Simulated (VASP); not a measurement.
A run of VASP 6.6.1 is set up as follows.

The input INCAR:

```
PREC = Accurate
ENCUT = 520
EDIFF = 1E-6
ISMEAR = 0
SIGMA = 0.1
LREAL = F
LASPH = T
NELM = 80
ALGO = Normal
ISIF = 2
LWAVE = F
LCHARG = F
GGA = PE
NBANDS = 16
```

Contents of KPOINTS:

```
Automatic mesh
0
Gamma
  14 14 14
```

The input POSCAR:

```
SiC3
1.0
    5.6100244776      0.0000000000      0.0000000000
    0.0000000000      5.6100244776      0.0000000000
    0.0000000000      0.0000000000      3.0562299656
Si C
1 3
Direct
    0.0000000000      0.0000000000      0.5000000000
    0.0000000000      0.0000000000      0.0000000000
    0.5000000000      0.5000000000      0.7134484192
    0.5000000000      0.5000000000      0.2865515808
```

Potentials or basis: VASP PAW PBE potentials, release 64 (Si, C).

Launch:

```bash
$ cat potpaw_PBE.64/Si/POTCAR potpaw_PBE.64/C/POTCAR > POTCAR
$ mpirun -np 1 vasp_std > vasp.out
```

(1) Predict the largest force.

(2) Predict the pressure.

Results:

(1) 0.063 eV/Å.

(2) 0.0 GPa.
